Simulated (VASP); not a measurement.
# Sr (P6_3/mmc) in VASP: single point with r2SCAN

Aim: the single point of Sr with r2SCAN.

Everything below comes from runs of VASP 6.6.1. Logs are shortened: lines on timing, memory, paths and dates and some standing lists are left out, and cuts for length are marked.

## 1. The cell of the first run

Symmetry: P6_3/mmc, No. 194, hexagonal system. The conventional cell has a = 4.310 Å, b = 4.310 Å, c = 7.050 Å, α = 90.00°, β = 90.00°, γ = 120.00°. Within 5.7 Å of Sr (site symmetry -6m2) lie 12 Sr at 4.31 Å.

This isn't the form of Sr at room conditions, which is fcc.

## 2. Single point, r2SCAN

File POSCAR:

```
Sr
1.0
    4.3100002207      0.0000000000      0.0000000000
   -2.1550001104      3.7325696814      0.0000000000
    0.0000000000      0.0000000000      7.0500000000
Sr
2
Direct
    0.3333333333      0.6666666667      0.2500000000
    0.6666666667      0.3333333333      0.7500000000
```

File INCAR.step1:

```
PREC = Accurate
ENCUT = 520
ISMEAR = 0
SIGMA = 0.15
LREAL = F
LASPH = T
NELM = 60
NBANDS = 17
GGA = PE
ALGO = Normal
EDIFF = 1E-4
LWAVE = T
LCHARG = F
```

File INCAR.step2:

```
PREC = Accurate
ENCUT = 520
EDIFF = 1E-6
ISMEAR = 0
SIGMA = 0.15
LREAL = F
LASPH = T
NELM = 60
ALGO = Normal
ISIF = 2
LWAVE = F
LCHARG = T
METAGGA = R2SCAN
LMIXTAU = T
LELF = T
LVHAR = T
NBANDS = 17
ISTART = 1
```

File KPOINTS:

```
regular mesh
0
Gamma
  12 12 8
```

Potentials or basis: VASP PAW PBE potentials, release 64 (Sr_sv).

The run is started by

```bash
cat potpaw_PBE.64/Sr_sv/POTCAR > POTCAR
cp INCAR.step1 INCAR
mpirun -np 1 vasp_std > vasp.out
cp INCAR.step2 INCAR
mpirun -np 1 vasp_std > vasp.out
```

OUTCAR:

```text
PREC = Accurate
   ENCUT = 520
   EDIFF = 1E-6
   ISMEAR = 0
   LREAL = F
   LASPH = T
   NELM = 60
   ISIF = 2
   METAGGA = R2SCAN
   ISTART = 1

 ion  position               nearest neighbor table
   1  0.333  0.667  0.250-   2 4.31   2 4.31   2 4.31   2 4.31   2 4.31   2 4.31
   2  0.667  0.333  0.750-   1 4.31   1 4.31   1 4.31   1 4.31   1 4.31   1 4.31

  LATTYP: Found a hexagonal cell.
 ALAT       =     4.3100002207
 C/A-ratio  =     1.6357307747

  Lattice vectors:

 A1 = (   4.3100002207,   0.0000000000,   0.0000000000)
 A2 = (  -2.1550001104,   3.7325696814,   0.0000000000)
 A3 = (   0.0000000000,   0.0000000000,   7.0500000000)

Analysis of symmetry for initial positions (statically):
=====================================================================
 Subroutine PRICEL returns:
 Original cell was already a primitive cell.

 Routine SETGRP: Setting up the symmetry group for a
 hexagonal supercell.

 Subroutine GETGRP returns: Found 24 space group operations
 (whereof 12 operations were pure point group operations)
 out of a pool of 24 trial point group operations.

The static configuration has the point symmetry D_3d.
 The point group associated with its full space group is D_6h.

Analysis of symmetry for dynamics (positions and initial velocities):
=====================================================================
 Subroutine PRICEL returns:
 Original cell was already a primitive cell.

 Routine SETGRP: Setting up the symmetry group for a
 hexagonal supercell.

 Subroutine GETGRP returns: Found 24 space group operations
 (whereof 12 operations were pure point group operations)
 out of a pool of 24 trial point group operations.

The dynamic configuration has the point symmetry D_3d.
 The point group associated with its full space group is D_6h.

 Subroutine INISYM returns: Found 24 space group operations
 (whereof 12 operations are pure point group operations),
 and found     1 'primitive' translations

----------------------------------------------------------------------------------------

                                     Primitive cell

  volume of cell :     113.4160

  direct lattice vectors                    reciprocal lattice vectors
     4.310000221  0.000000000  0.000000000     0.232018550  0.133955972  0.000000000
    -2.155000110  3.732569681  0.000000000     0.000000000  0.267911944  0.000000000
     0.000000000  0.000000000  7.050000000     0.000000000  0.000000000  0.141843972

  length of vectors
     4.310000221  4.310000221  7.050000000     0.267911944  0.267911944  0.141843972

  position of ions in fractional coordinates (direct lattice)
     0.333333333  0.666666667  0.250000000
     0.666666667  0.333333333  0.750000000

  ion indices of the primitive-cell ions
   primitive index   ion index
                 1           1
                 2           2

----------------------------------------------------------------------------------------

 KPOINTS: regular mesh

Automatic generation of k-mesh.
 Grid dimensions read from file:
 generate k-points for:   12   12    8

 Generating k-lattice:

  Cartesian coordinates                     Fractional coordinates (reciprocal lattice)
     0.019334879  0.011162998  0.000000000     0.083333333  0.000000000  0.000000000
     0.000000000  0.022325995  0.000000000     0.000000000  0.083333333  0.000000000
     0.000000000  0.000000000  0.017730496     0.000000000  0.000000000  0.125000000

  Length of vectors
     0.022325995  0.022325995  0.017730496

  Shift w.r.t. Gamma in fractional coordinates (k-lattice)
     0.000000000  0.000000000  0.000000000

 Subroutine IBZKPT returns following result:
 ===========================================

 Found     95 irreducible k-points:

 Following reciprocal coordinates:
            Coordinates               Weight
  0.000000  0.000000  0.000000      1.000000
  0.083333  0.000000  0.000000      6.000000
  0.166667 -0.000000  0.000000      6.000000
  0.250000  0.000000  0.000000      6.000000
  0.333333 -0.000000  0.000000      6.000000
  0.416667 -0.000000  0.000000      6.000000
[... 16 lines left out ...]
  0.250000  0.000000  0.125000     12.000000
  0.333333 -0.000000  0.125000     12.000000
 [... further k-points ...]
   k-points           NKPTS =     95   k-points in BZ     NKDIM =     95   number of bands    NBANDS=     17
   number of dos      NEDOS =    301   number of ions     NIONS =      2
   total plane-waves  NPLWV =  55296
   dimension x,y,z NGX =    32 NGY =   32 NGZ =   54
   dimension x,y,z NGXF=    64 NGYF=   64 NGZF=  108
   ions per type =               2
   NGX,Y,Z   is equivalent  to a cutoff of  12.34, 12.34, 12.73 a.u.
   NGXF,Y,Z  is equivalent  to a cutoff of  24.69, 24.69, 25.47 a.u.
 SYSTEM =  unknown system
   PREC   = accura    normal or accurate (medium, high low for compatibility)
   ISTART =      1    job   : 0-new  1-cont  2-samecut
   ICHARG =      0    charge: 1-file 2-atom 10-const
   ISPIN  =      1    spin polarized calculation?
   LNONCOLLINEAR =      F non collinear calculations
   LSORBIT =      F    spin-orbit coupling
   LASPH  =      T    aspherical Exc in radial PAW
   ENCUT  =  520.0 eV  38.22 Ry    6.18 a.u.   8.01  8.01 13.11*2*pi/ulx,y,z
   NELM   =     60;   NELMIN=  2; NELMDL=  0     # of ELM steps
   EDIFF  = 0.1E-05   stopping-criterion for ELM
   LREAL  =      F    real-space projection
[... 7 lines left out ...]
   TEBEG  =    0.0;   TEEND  =   0.0 temperature during run
   PSTRESS=    0.0 pullay stress
   NELECT =      20.0000    total number of electrons
   NUPDOWN=      -1.0000    fix difference up-down
   EMIN   =  10.00;   EMAX   =-10.00  energy-range for DOS
   EFERMI =   0.00;   METHOD = LEGACY
   ISMEAR =     0;   SIGMA  =   0.15  broadening in eV -4-tet -1-fermi 0-gaus
   EFERMI_NEDOS =   21; number of points for ismear=-14 and -15
   IALGO  =     38    algorithm
   IMIX   =      4    mixing-type and parameters
     AMIX     =   0.40;   BMIX     =  1.00
     AMIX_MAG =   1.60;   BMIX_MAG =  1.00
  volume/ion in A,a.u.               =      56.71       382.68
  Fermi-wavevector in a.u.,A,eV,Ry     =   0.918037  1.734838 11.466873  0.842791
  Thomas-Fermi vector in A             =   2.043073
   LORBIT       =      0    0 simple, 1 ext, 2 COOP (PROOUT), +10 PAW based schemes
   METAGGA = R2SCAN    functional components
   LHFCALC =     F    Hartree Fock is set to
   AEXX    =    0.0000 exact exchange contribution
   IVDW    =     0    specifies the selected vdW correction
   LEPSILON=     F    determine dielectric tensor
   LRPA    =     F    only Hartree local field effects (RPA)
 non-spin polarized calculation
 Gauss-broadening in eV      SIGMA  =   0.15
  energy-cutoff  :      520.00
  volume of cell :      113.42
 maximum number of plane-waves:      3090
   NGX = 17   NGY = 17   NGZ = 27

 number of electron      20.0000000 magnetization

 Free energy of the ion-electron system (eV)
  ---------------------------------------------------
  ext. energy  EPLUGINS =         0.00000000
  ---------------------------------------------------
  free energy    TOTEN  =       -30.20287269 eV

  energy without entropy =      -30.17652938  energy(sigma->0) =      -30.18970104

 E-fermi :   1.5327     XC(G=0):  -7.6980

 val. band max:        1.5294350123   @ k =   0.2500   0.0833   0.0000
 cond. band min:       1.5952858162   @ k =   0.3333   0.0833   0.0000
 fundamental gap:      0.0658508039
 Fermi energy:         1.5326977965

 k-point     1 :       0.0000    0.0000    0.0000
  band No.  band energies     occupation
      1     -36.5723      2.00000
      2     -36.5592      2.00000
      3     -18.0132      2.00000
      4     -17.8634      2.00000
      5     -17.8634      2.00000
      6     -17.8386      2.00000
[... 9 lines left out ...]
     16       4.5424      0.00000
     17       5.0804      0.00000

 k-point     2 :       0.0833    0.0000    0.0000
  band No.  band energies     occupation
      1     -36.5716      2.00000
      2     -36.5588      2.00000
      3     -18.0091      2.00000
      4     -17.8728      2.00000
      5     -17.8663      2.00000
      6     -17.8484      2.00000
[... 9 lines left out ...]
     16       4.6388      0.00000
     17       4.8747      0.00000

 k-point     3 :       0.1667   -0.0000    0.0000
  band No.  band energies     occupation
      1     -36.5694      2.00000
      2     -36.5578      2.00000
      3     -17.9974      2.00000
      4     -17.8986      2.00000
      5     -17.8747      2.00000
      6     -17.8743      2.00000
[... 9 lines left out ...]
     16       4.6093      0.00000
     17       4.6962      0.00000

 k-point     4 :       0.2500    0.0000    0.0000
  band No.  band energies     occupation
      1     -36.5663      2.00000
      2     -36.5565      2.00000
      3     -17.9798      2.00000
      4     -17.9341      2.00000
      5     -17.9097      2.00000
      6     -17.8848      2.00000
[... 9 lines left out ...]
     16       4.9038      0.00000
     17       4.9482      0.00000

 k-point     5 :       0.3333   -0.0000    0.0000
  band No.  band energies     occupation
      1     -36.5629      2.00000
      2     -36.5554      2.00000
      3     -17.9699      2.00000
      4     -17.9592      2.00000
      5     -17.9438      2.00000
      6     -17.8950      2.00000
[... 9 lines left out ...]
     16       5.3675      0.00000
     17       5.4885      0.00000

 k-point     6 :       0.4167   -0.0000    0.0000
  band No.  band energies     occupation
      1     -36.5602      2.00000
      2     -36.5549      2.00000
      3     -17.9961      2.00000
      4     -17.9683      2.00000
      5     -17.9403      2.00000
      6     -17.9024      2.00000
[... 9 lines left out ...]
     16       5.8229      0.00000
     17       6.1953      0.00000

 k-point     7 :       0.5000    0.0000    0.0000
  band No.  band energies     occupation
      1     -36.5591      2.00000
      2     -36.5548      2.00000
      3     -18.0058      2.00000
      4     -17.9771      2.00000
      5     -17.9315      2.00000
      6     -17.9050      2.00000
[... 9 lines left out ...]
     16       6.1390      0.00000
     17       6.7134      0.00000

 k-point     8 :       0.0833    0.0833    0.0000
  band No.  band energies     occupation
      1     -36.5701      2.00000
      2     -36.5581      2.00000
      3     -18.0012      2.00000
      4     -17.8887      2.00000
      5     -17.8765      2.00000
      6     -17.8621      2.00000
[... 9 lines left out ...]
     16       4.5581      0.00000
     17       4.7613      0.00000
[... 203 lines left out ...]
      1     -36.5559      2.00000
      2     -36.5559      2.00000
      3     -17.9753      2.00000
      4     -17.9499      2.00000
      5     -17.9499      2.00000
      6     -17.9212      2.00000
[... 9 lines left out ...]
     16       5.5617      0.00000
     17       5.5617      0.00000

 k-point    20 :       0.0000    0.0000    0.1250
  band No.  band energies     occupation
      1     -36.5718      2.00000
      2     -36.5597      2.00000
      3     -18.0064      2.00000
      4     -17.8624      2.00000
      5     -17.8624      2.00000
      6     -17.8395      2.00000
[... 9 lines left out ...]
     16       4.4883      0.00000
     17       5.1768      0.00000

 k-point    21 :       0.0833    0.0000    0.1250
  band No.  band energies     occupation
      1     -36.5711      2.00000
      2     -36.5593      2.00000
      3     -18.0027      2.00000
      4     -17.8717      2.00000
      5     -17.8653      2.00000
      6     -17.8514      2.00000
[... 9 lines left out ...]
     16       4.5690      0.00000
     17       5.0414      0.00000

 k-point    22 :       0.1667   -0.0000    0.1250
  band No.  band energies     occupation
      1     -36.5689      2.00000
      2     -36.5582      2.00000
      3     -17.9924      2.00000
      4     -17.8968      2.00000
      5     -17.8782      2.00000
      6     -17.8731      2.00000
[... 9 lines left out ...]
     16       4.6958      0.00000
     17       4.8598      0.00000

 k-point    23 :       0.2500    0.0000    0.1250
  band No.  band energies     occupation
      1     -36.5659      2.00000
      2     -36.5569      2.00000
      3     -17.9787      2.00000
      4     -17.9298      2.00000
      5     -17.9130      2.00000
      6     -17.8835      2.00000
[... 9 lines left out ...]
     16       4.9109      0.00000
     17       5.0174      0.00000

 k-point    24 :       0.3333   -0.0000    0.1250
  band No.  band energies     occupation
      1     -36.5627      2.00000
      2     -36.5557      2.00000
      3     -17.9795      2.00000
      4     -17.9516      2.00000
      5     -17.9410      2.00000
      6     -17.8936      2.00000
[... 9 lines left out ...]
     16       5.3651      0.00000
     17       5.4400      0.00000

 [... further k-points ...]

------------------------ aborting loop because EDIFF is reached ----------------------------------------

  FORCE on cell =-STRESS in cart. coord.  units (eV):
  Direction    XX          YY          ZZ          XY          YZ          ZX
  --------------------------------------------------------------------------------------
  -------------------------------------------------------------------------------------
  Total        0.0348315      0.0348315      0.1688032     -0.0000000      0.0000000      0.0000000
  in kB        0.4920496      0.4920496      2.3846077     -0.0000000      0.0000000      0.0000000
  external PRESSURE =       1.1229023 kB  Pullay stress =       0.0000000 kB

 VOLUME and BASIS-vectors are now :
 -----------------------------------------------------------------------------
  energy-cutoff  :      520.00
  volume of cell :      113.42
      direct lattice vectors                 reciprocal lattice vectors
     4.310000221  0.000000000  0.000000000     0.232018550  0.133955972  0.000000000
    -2.155000110  3.732569681  0.000000000     0.000000000  0.267911944  0.000000000
     0.000000000  0.000000000  7.050000000     0.000000000  0.000000000  0.141843972

 POSITION                                       TOTAL-FORCE (eV/Angst)
 -----------------------------------------------------------------------------------
     -0.00000      2.48838      1.76250        -0.000000     -0.000000      0.000000
      2.15500      1.24419      5.28750         0.000000      0.000000      0.000000
 -----------------------------------------------------------------------------------
    total drift:                               -0.000000      0.000000     -0.000000

  FREE ENERGIE OF THE ION-ELECTRON SYSTEM (eV)
  ---------------------------------------------------
  free  energy   TOTEN  =       -30.2028726918 eV

  energy  without entropy=      -30.1765293809  energy(sigma->0) =      -30.18970104
```

Run time: 6.3 min. Hardware: 1 thread of Intel Xeon Platinum 8259CL at 2.50GHz (Skylake/Cascade Lake), shared host; peak memory 0.34 GiB.

Results:

```yaml
Free_energy: -30.2029 eV
Pressure: 0.1 GPa
Band_gap_on_the_k_mesh: zero (bands 10 and 11 overlap by 0.40 eV)
```

Caveat: the PAW data sets were made with another functional, which shifts forces and pressure a little.
